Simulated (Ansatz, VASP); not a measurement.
One calculation of NaI, two programs

Contents of INCAR:

```
ALGO = Normal
EDIFF = 1E-6
ENCUT = 520
GGA = PE
ISIF = 2
ISMEAR = -1
LASPH = True
LCHARG = False
LREAL = False
LWAVE = False
NBANDS = 14
NELM = 100
PREC = Accurate
SIGMA = 0.02
```

File KPOINTS:

```
k-points
0
Gamma
  8 8 8
```

POSCAR

```
NaI
1.0
   -0.0964071586      3.2297205553      3.2297205553
    3.2297205553     -0.0964071586      3.2297205553
    3.1333133967      3.1333133967      0.0000000000
Na I
1 1
Direct
    0.0000000000      0.0000000000      0.0000000000
    0.5000000000      0.5000000000      0.5000000000
```

Input for Ansatz:

```yaml
crystal:
  lattice:
    - [-0.0964071586, 3.2297205553, 3.2297205553]
    - [3.2297205553, -0.0964071586, 3.2297205553]
    - [3.1333133967, 3.1333133967, 0.0]
  atoms:
    - { symbol: Na, position: [0.0, 0.0, 0.0] }
    - { symbol: I, position: [0.5, 0.5, 0.5] }
kpoints:
  mp_grid: { grid: [8, 8, 8] }
  band_path:
    path:
      - [0.0, 0.0, 0.0]
      - [0.5, 0.0, 0.5]
      - [0.625, 0.25, 0.625]
      - [0.375, 0.375, 0.75]
      - [0.5, 0.5, 0.5]
      - [0.5, 0.25, 0.75]
    npoints: 1
hamiltonian:
  xc: pbe
scf:
  occupations: { method: fermi_dirac, width: 0.02 }
  n_extra_bands: 4
output:
  forces: true
  stress: true
  eigenvalues: true
```

Change from the starting cell: shear_xy strain -6.0%.

Alike in both runs: task single point; functional PBE; k mesh 8 × 8 × 8; occupations fermi-dirac, width 0.02 eV; no spin polarisation.

|  | VASP | Ansatz |
| --- | --- | --- |
| version | VASP 6.6.1 | Ansatz 0.2.0 |
| potentials or method | VASP PAW PBE potentials, release 64 (Na_pv, I) | plane waves, PAW |
| plane-wave cutoff (eV) | 520 | 420 |
| valence electrons in the cell | 14 | 26 |

```tsv
	VASP	Ansatz	Ansatz less VASP
gap on the k mesh at the Fermi level (eV)	3.50	3.51	+0.003
pressure (GPa)	0.6	0.5	-0.01
traceless stress, the component that is largest in VASP (GPa)	0.44	0.44	+0.002
```

With one functional, cell and mesh, what is left measures potentials, basis and numerics. VASP's potentials hold 14 valence electrons a cell and Ansatz's 26, so a difference there can come from the potentials and not from the codes.

Spin-orbit coupling is off throughout.
